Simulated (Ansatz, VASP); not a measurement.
## Two plane-wave programs on C

```
C
1.0
     0.00000    1.75665    1.78340
     1.75665    0.00000    1.78340
     1.75665    1.75665    0.00000
C
2
Direct
  0.50000 0.50000 0.50000
  0.75000 0.75000 0.75000
```

Change from the starting cell: strain -0.015 along x and y, +0.000 along z, atoms carried along.

Alike in both runs: task single point; functional r2SCAN; k mesh 12 × 12 × 12; occupations gaussian, width 0.05 eV; no spin polarisation.

```csv
,VASP,Ansatz
version,VASP 6.6.1,Ansatz 0.2.0
potentials or method,"VASP PAW PBE potentials, release 64 (C), cutoff 520 eV","scalar-relativistic, plane waves, PAW"
valence electrons in the cell,8,8
```

Ansatz gave:

```
gap on the k mesh at the Fermi level (eV)                     : 4.24
least direct gap on the mesh (eV)                             : 5.82
pressure (GPa)                                                : 11.7
traceless stress, the component that is largest in VASP (GPa) : -10.43
```

Task: Estimate VASP's values.

Result: gap on the k mesh at the Fermi level (eV): 4.21; least direct gap on the mesh (eV): 5.77; pressure (GPa): 12.9; traceless stress, the component that is largest in VASP (GPa): -10.41.

VASP's potentials were made for PBE, not for r2SCAN.
